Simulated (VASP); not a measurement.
# SrO (Fm-3m) in VASP: notebook

SrO is run at these levels: PBE; tasks: single point.

Everything below comes from runs of VASP 6.6.1. Logs are shortened: lines on timing, memory, paths and dates and some standing lists are left out, and cuts for length are marked.

## Step 1: The cell of the first run

The structure is cubic, space group Fm-3m (No. 225). The conventional cell has a = 5.140 Å, b = 5.140 Å, c = 5.140 Å, α = 90.00°, β = 90.00°, γ = 90.00°. Within 3.4 Å of Sr (site symmetry m-3m) lie 6 O at 2.57 Å. O (site symmetry m-3m) has 6 Sr at 2.57 Å within 3.4 Å.

## Step 2: Single point, PBE

INCAR

```
SYSTEM = SrO
PREC     = Accurate       ! precision mode
ENCUT    = 520            ! plane-wave cutoff, eV
EDIFF    = 1E-7           ! SCF threshold, eV
ISMEAR   = 0              ! smearing method
SIGMA    = 0.05           ! smearing width, eV
LREAL    = .FALSE.        ! projectors in reciprocal space
LASPH    = .TRUE.         ! aspherical terms in the spheres
NELM     = 80             ! most SCF steps
ALGO     = Normal         ! electronic algorithm
ISIF     = 2              ! what is computed and relaxed
LWAVE    = .FALSE.        ! write WAVECAR
LCHARG   = .TRUE.         ! write CHGCAR
GGA      = PE             ! functional
LELF     = .TRUE.         ! ELF
LVHAR    = .TRUE.       
NBANDS   = 15             ! bands
```

KPOINTS

```
Automatic mesh
0
G
  12 12 12
  0 0 0
```

POSCAR

```
SrO
1.0
    0.0000000000      2.5697984671      2.5697984671
    2.5697984671      0.0000000000      2.5697984671
    2.5697984671      2.5697984671      0.0000000000
Sr O
1 1
Direct
    0.5000000000      0.5000000000      0.5000000000
    0.0000000000      0.0000000000      0.0000000000
```

Potentials or basis: VASP PAW PBE potentials, release 64 (Sr_sv, O).

Launch:

```console
cat potpaw_PBE.64/Sr_sv/POTCAR potpaw_PBE.64/O/POTCAR > POTCAR
mpirun -np 1 vasp_std > vasp.out
```

OUTCAR:

```text
SYSTEM = SrO
   PREC = Accurate
   ENCUT = 520
   EDIFF = 1E-7
   ISMEAR = 0
   LREAL = .FALSE.
   LASPH = .TRUE.
   NELM = 80
   ISIF = 2
   GGA = PE

 ion  position               nearest neighbor table
   1  0.500  0.500  0.500-   2 2.57   2 2.57   2 2.57   2 2.57   2 2.57   2 2.57
   2  0.000  0.000  0.000-   1 2.57   1 2.57   1 2.57   1 2.57   1 2.57   1 2.57

  LATTYP: Found a face centered cubic cell.
 ALAT       =     5.1395969342

  Lattice vectors:

 A1 = (   0.0000000000,   2.5697984671,   2.5697984671)
 A2 = (   2.5697984671,   0.0000000000,   2.5697984671)
 A3 = (   2.5697984671,   2.5697984671,   0.0000000000)

Analysis of symmetry for initial positions (statically):
=====================================================================
 Subroutine PRICEL returns:
 Original cell was already a primitive cell.

 Routine SETGRP: Setting up the symmetry group for a
 face centered cubic supercell.

 Subroutine GETGRP returns: Found 48 space group operations
 (whereof 48 operations were pure point group operations)
 out of a pool of 48 trial point group operations.

The static configuration has the point symmetry O_h .

Analysis of symmetry for dynamics (positions and initial velocities):
=====================================================================
 Subroutine PRICEL returns:
 Original cell was already a primitive cell.

 Routine SETGRP: Setting up the symmetry group for a
 face centered cubic supercell.

 Subroutine GETGRP returns: Found 48 space group operations
 (whereof 48 operations were pure point group operations)
 out of a pool of 48 trial point group operations.

The dynamic configuration has the point symmetry O_h .

 Subroutine INISYM returns: Found 48 space group operations
 (whereof 48 operations are pure point group operations),
 and found     1 'primitive' translations

----------------------------------------------------------------------------------------

                                     Primitive cell

  volume of cell :      33.9412

  direct lattice vectors                    reciprocal lattice vectors
     0.000000000  2.569798467  2.569798467    -0.194567787  0.194567787  0.194567787
     2.569798467  0.000000000  2.569798467     0.194567787 -0.194567787  0.194567787
     2.569798467  2.569798467  0.000000000     0.194567787  0.194567787 -0.194567787

  length of vectors
     3.634243845  3.634243845  3.634243845     0.337001292  0.337001292  0.337001292

  position of ions in fractional coordinates (direct lattice)
     0.500000000  0.500000000  0.500000000
     0.000000000  0.000000000  0.000000000

  ion indices of the primitive-cell ions
   primitive index   ion index
                 1           1
                 2           2

----------------------------------------------------------------------------------------

 KPOINTS: Automatic mesh

Automatic generation of k-mesh.
 Grid dimensions read from file:
 generate k-points for:   12   12   12

 Generating k-lattice:

  Cartesian coordinates                     Fractional coordinates (reciprocal lattice)
    -0.016213982  0.016213982  0.016213982     0.083333333  0.000000000  0.000000000
     0.016213982 -0.016213982  0.016213982     0.000000000  0.083333333  0.000000000
     0.016213982  0.016213982 -0.016213982     0.000000000  0.000000000  0.083333333

  Length of vectors
     0.028083441  0.028083441  0.028083441

  Shift w.r.t. Gamma in fractional coordinates (k-lattice)
     0.000000000  0.000000000  0.000000000

 Subroutine IBZKPT returns following result:
 ===========================================

 Found     72 irreducible k-points:

 Following reciprocal coordinates:
            Coordinates               Weight
  0.000000  0.000000  0.000000      1.000000
  0.083333  0.000000  0.000000      8.000000
  0.166667  0.000000  0.000000      8.000000
  0.250000  0.000000  0.000000      8.000000
  0.333333  0.000000  0.000000      8.000000
  0.416667  0.000000  0.000000      8.000000
[... 16 lines left out ...]
  0.500000  0.166667  0.000000     24.000000
 -0.416667  0.166667  0.000000     24.000000
 [... further k-points ...]
   k-points           NKPTS =     72   k-points in BZ     NKDIM =     72   number of bands    NBANDS=     15
   number of dos      NEDOS =    301   number of ions     NIONS =      2
   total plane-waves  NPLWV =  21952
   dimension x,y,z NGX =    28 NGY =   28 NGZ =   28
   dimension x,y,z NGXF=    56 NGYF=   56 NGZF=   56
   ions per type =               1   1
   NGX,Y,Z   is equivalent  to a cutoff of  12.81, 12.81, 12.81 a.u.
   NGXF,Y,Z  is equivalent  to a cutoff of  25.62, 25.62, 25.62 a.u.
 SYSTEM =  SrO
   PREC   = accura    normal or accurate (medium, high low for compatibility)
   ISTART =      0    job   : 0-new  1-cont  2-samecut
   ICHARG =      2    charge: 1-file 2-atom 10-const
   ISPIN  =      1    spin polarized calculation?
   LNONCOLLINEAR =      F non collinear calculations
   LSORBIT =      F    spin-orbit coupling
   LASPH  =      T    aspherical Exc in radial PAW
   ENCUT  =  520.0 eV  38.22 Ry    6.18 a.u.   6.76  6.76  6.76*2*pi/ulx,y,z
   NELM   =     80;   NELMIN=  2; NELMDL= -5     # of ELM steps
   EDIFF  = 0.1E-06   stopping-criterion for ELM
   LREAL  =      F    real-space projection
   EDIFFG = 0.1E-05   stopping-criterion for IOM
   NSW    =      0    number of steps for IOM
   IBRION =     -1    ionic relax: 0-MD 1-quasi-New 2-CG
   NFREE  =      0    steps in history (QN), initial steepest desc. (CG)
   ISIF   =      2    stress and relaxation
   ISYM   =      2    0-nonsym 1-usesym 2-fastsym
   POTIM  = 0.5000    time-step for ionic-motion
   TEBEG  =    0.0;   TEEND  =   0.0 temperature during run
   PSTRESS=    0.0 pullay stress
   NELECT =      16.0000    total number of electrons
   NUPDOWN=      -1.0000    fix difference up-down
   EMIN   =  10.00;   EMAX   =-10.00  energy-range for DOS
   EFERMI =   0.00;   METHOD = LEGACY
   ISMEAR =     0;   SIGMA  =   0.05  broadening in eV -4-tet -1-fermi 0-gaus
   EFERMI_NEDOS =   21; number of points for ismear=-14 and -15
   IALGO  =     38    algorithm
   IMIX   =      4    mixing-type and parameters
     AMIX     =   0.40;   BMIX     =  1.00
     AMIX_MAG =   1.60;   BMIX_MAG =  1.00
  volume/ion in A,a.u.               =      16.97       114.52
  Fermi-wavevector in a.u.,A,eV,Ry     =   1.274107  2.407712 22.086985  1.623348
  Thomas-Fermi vector in A             =   2.406893
   LORBIT       =      0    0 simple, 1 ext, 2 COOP (PROOUT), +10 PAW based schemes
   GGA     = PE    functional components
   LHFCALC =     F    Hartree Fock is set to
   AEXX    =    0.0000 exact exchange contribution
   IVDW    =     0    specifies the selected vdW correction
   LEPSILON=     F    determine dielectric tensor
   LRPA    =     F    only Hartree local field effects (RPA)
 non-spin polarized calculation
 Gauss-broadening in eV      SIGMA  =   0.05
  energy-cutoff  :      520.00
  volume of cell :       33.94
 maximum number of plane-waves:       941
   NGX = 13   NGY = 13   NGZ = 13

 number of electron      15.9999997 magnetization

 Free energy of the ion-electron system (eV)
  ---------------------------------------------------
  ext. energy  EPLUGINS =         0.00000000
  ---------------------------------------------------
  free energy    TOTEN  =       -12.04032985 eV

  energy without entropy =      -12.04032985  energy(sigma->0) =      -12.04032985

 E-fermi :   1.9663     XC(G=0): -10.0330

 val. band max:        1.6700887593   @ k =   0.0000   0.0000   0.0000
 cond. band min:       4.9340683455   @ k =   0.5000   0.5000   0.0000
 fundamental gap:      3.2639795862
 Fermi energy:         1.9663348337

 k-point     1 :       0.0000    0.0000    0.0000
  band No.  band energies     occupation
      1     -30.7141      2.00000
      2     -13.4223      2.00000
      3     -12.3505      2.00000
      4     -12.3505      2.00000
      5     -12.3505      2.00000
      6       1.6701      2.00000
      7       1.6701      2.00000
      8       1.6701      2.00000
      9       5.6633      0.00000
     10       7.8838      0.00000
     11       7.8838      0.00000
     12       7.8838      0.00000
     13      10.0541      0.00000
     14      10.0541      0.00000
     15      14.3890      0.00000

 k-point     2 :       0.0833    0.0000    0.0000
  band No.  band energies     occupation
      1     -30.7049      2.00000
      2     -13.6113      2.00000
      3     -12.3561      2.00000
      4     -12.3561      2.00000
      5     -12.1838      2.00000
      6       1.4499      2.00000
      7       1.5779      2.00000
      8       1.5779      2.00000
      9       5.9935      0.00000
     10       7.8030      0.00000
     11       8.0215      0.00000
     12       8.0215      0.00000
     13      10.2407      0.00000
     14      10.2407      0.00000
     15      14.8541      0.00000

 k-point     3 :       0.1667    0.0000    0.0000
  band No.  band energies     occupation
      1     -30.6798      2.00000
      2     -13.9845      2.00000
      3     -12.3713      2.00000
      4     -12.3713      2.00000
      5     -11.8722      2.00000
      6       0.9478      2.00000
      7       1.3408      2.00000
      8       1.3408      2.00000
      9       6.8147      0.00000
     10       7.6857      0.00000
     11       8.4184      0.00000
     12       8.4184      0.00000
     13      10.7530      0.00000
     14      10.7530      0.00000
     15      16.0446      0.00000

 k-point     4 :       0.2500    0.0000    0.0000
  band No.  band energies     occupation
      1     -30.6452      2.00000
      2     -14.3635      2.00000
      3     -12.3919      2.00000
      4     -12.3919      2.00000
      5     -11.5776      2.00000
      6       0.3919      2.00000
      7       1.0459      2.00000
      8       1.0459      2.00000
      9       7.6618      0.00000
     10       7.9099      0.00000
     11       9.0205      0.00000
     12       9.0205      0.00000
     13      11.4826      0.00000
     14      11.4826      0.00000
     15      17.3724      0.00000
[... 307 lines left out ...]
 k-point    22 :       0.4167    0.1667    0.0000
  band No.  band energies     occupation
      1     -30.5830      2.00000
      2     -14.5940      2.00000
      3     -12.5574      2.00000
      4     -12.5190      2.00000
      5     -11.5357      2.00000
      6       0.0946      2.00000
      7       0.8164      2.00000
      8       1.0029      2.00000
      9       7.0639      0.00000
     10       8.9444      0.00000
     11      10.6011      0.00000
     12      10.7157      0.00000
     13      12.3926      0.00000
     14      12.9949      0.00000
     15      16.7828      0.00000

 k-point    23 :       0.5000    0.1667    0.0000
  band No.  band energies     occupation
      1     -30.5649      2.00000
      2     -14.7196      2.00000
      3     -12.6179      2.00000
      4     -12.5062      2.00000
      5     -11.4467      2.00000
      6      -0.0277      2.00000
      7       0.7199      2.00000
      8       0.7858      2.00000
      9       7.6561      0.00000
     10       9.0780      0.00000
     11      10.9093      0.00000
     12      11.0697      0.00000
     13      13.1680      0.00000
     14      13.7508      0.00000
     15      15.6672      0.00000

 k-point    24 :      -0.4167    0.1667    0.0000
  band No.  band energies     occupation
      1     -30.5625      2.00000
      2     -14.7521      2.00000
      3     -12.6636      2.00000
      4     -12.4755      2.00000
      5     -11.3893      2.00000
      6      -0.1246      2.00000
      7       0.6463      2.00000
      8       0.8162      2.00000
      9       8.1500      0.00000
     10       8.8465      0.00000
     11      10.6755      0.00000
     12      11.0857      0.00000
     13      13.3399      0.00000
     14      14.2048      0.00000
     15      15.4056      0.00000

 [... further k-points ...]

------------------------ aborting loop because EDIFF is reached ----------------------------------------

  FORCE on cell =-STRESS in cart. coord.  units (eV):
  Direction    XX          YY          ZZ          XY          YZ          ZX
  --------------------------------------------------------------------------------------
  -------------------------------------------------------------------------------------
  Total        0.7432468      0.7432468      0.7432468      0.0000000      0.0000000      0.0000000
  in kB       35.0845903     35.0845903     35.0845903      0.0000000      0.0000000      0.0000000
  external PRESSURE =      35.0845903 kB  Pullay stress =       0.0000000 kB

 VOLUME and BASIS-vectors are now :
 -----------------------------------------------------------------------------
  energy-cutoff  :      520.00
  volume of cell :       33.94
      direct lattice vectors                 reciprocal lattice vectors
     0.000000000  2.569798467  2.569798467    -0.194567787  0.194567787  0.194567787
     2.569798467  0.000000000  2.569798467     0.194567787 -0.194567787  0.194567787
     2.569798467  2.569798467  0.000000000     0.194567787  0.194567787 -0.194567787

 POSITION                                       TOTAL-FORCE (eV/Angst)
 -----------------------------------------------------------------------------------
      2.56980      2.56980      2.56980        -0.000000      0.000000     -0.000000
      0.00000      0.00000      0.00000         0.000000     -0.000000      0.000000
 -----------------------------------------------------------------------------------
    total drift:                                0.000000      0.000000      0.000000

  FREE ENERGIE OF THE ION-ELECTRON SYSTEM (eV)
  ---------------------------------------------------
  free  energy   TOTEN  =       -12.0403298513 eV

  energy  without entropy=      -12.0403298513  energy(sigma->0) =      -12.04032985
```

It took 67 s on 1 thread of AMD EPYC 7R43 (Zen 3), shared host; peak memory 0.15 GiB.

Results:

```yaml
Free_energy: -12.0403 eV
Pressure: 3.5 GPa
Band_gap_on_the_k_mesh: 3.26 eV, indirect (least direct gap 3.35 eV)
```

(Part 1 of 2 ends here.)
